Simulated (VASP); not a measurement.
A run of VASP 6.6.1 is set up as follows.

File INCAR:

```
  PREC = Accurate
  ENCUT = 520
  EDIFF = 1E-6
  ISMEAR = -1
  SIGMA = 0.002
  LREAL = Auto
  LASPH = True
  NELM = 60
  ALGO = Normal
  ISIF = 2
  LWAVE = False
  LCHARG = False
  GGA = PE
  NBANDS = 64
```

Contents of KPOINTS:

```
Automatic mesh
0
Gamma
  2 2 1
```

File POSCAR:

```
H2C5
1.0
    5.0487420000      0.0000000000      0.0000000000
    0.0000000000      5.0487420000      0.0000000000
    0.0000000000      0.0000000000     15.1647000000
H C
8 20
Direct
    0.4277897346      0.0000000000      0.0659426167
    0.0722160095      0.0000000000      0.0659426167
    0.9277954786      0.0000000000      0.0659426167
    0.5722217535      0.0000000000      0.0659426167
    0.4277897346      0.5000057440      0.0659426167
    0.0722160095      0.5000057440      0.0659426167
    0.9277954786      0.5000057440      0.0659426167
    0.5722217535      0.5000057440      0.0659426167
    0.2500028720      0.0000000000      0.1077963956
    0.7500086160      0.0000000000      0.1077963956
    0.2500028720      0.5000057440      0.1077963956
    0.7500086160      0.5000057440      0.1077963956
    0.2500028720      0.2500028720      0.1666501810
    0.7500086160      0.2500028720      0.1666501810
    0.2500028720      0.7500086160      0.1666501810
    0.7500086160      0.7500086160      0.1666501810
   -0.0136073501      0.2519439496      0.2201362374
    0.4985400323      0.2484975465      0.2203670366
   -0.0122208661      0.7688251846      0.2368658793
    0.4885771545      0.7485032905      0.2327246830
    0.0023372159      0.0450409231      0.2916707881
    0.4910530188      0.0159445660      0.2969198204
   -0.0140827161      0.4967177962      0.2873053869
    0.4880819816      0.5025410290      0.2954097344
    0.2362172597      0.1279130524      0.3392681688
    0.7356684101      0.1216540675      0.3370393084
    0.2236398691      0.4023774635      0.3378965624
    0.7316277996      0.3948112223      0.3351533496
```

Potentials or basis: VASP PAW PBE potentials, release 64 (H, C).

Launch:

```sh
$ cat potpaw_PBE.64/H/POTCAR potpaw_PBE.64/C/POTCAR > POTCAR
$ mpirun -np 1 vasp_std > vasp.out
```

Task: What does it give for the band gap on the k mesh?

Result: 0.81 eV.

Task: What does it give for the largest force?

Result: 8.969 eV/Å.

Forces on the atoms (eV/Å):
```
H   -8.906 -0.029  0.012
H    8.945 -0.075  0.039
H   -8.864 -0.074  0.075
H    8.917 -0.001  0.027
H   -8.919  0.106  0.051
H    8.969  0.050  0.034
H   -8.879  0.038  0.062
H    8.887  0.094  0.108
C    0.069 -0.224  1.104
C   -0.223 -0.342  1.009
C   -0.176  0.160  1.272
C    0.199  0.252  1.340
C   -0.792  0.008 -2.653
C   -1.527 -0.249 -3.103
C   -0.870  0.640  1.775
C   -0.741  0.977  2.025
C    2.944  1.626  0.587
C   -1.335  0.544  1.501
C    1.151 -1.502 -1.301
C    0.758  0.880  1.409
C   -3.384 -3.259 -0.865
C   -0.562  1.283 -2.445
C   -0.594 -0.414  0.967
C   -1.094 -2.034 -1.960
C    1.104  0.073 -0.338
C    1.499  0.269  0.354
C    2.532  0.436 -1.020
C    0.892  0.767 -0.066
```

Caveat: the k points lie up to 0.62 Å⁻¹ apart; the atoms stand as in a frame of molecular dynamics; there is no dipole correction, which matters where the two faces differ.
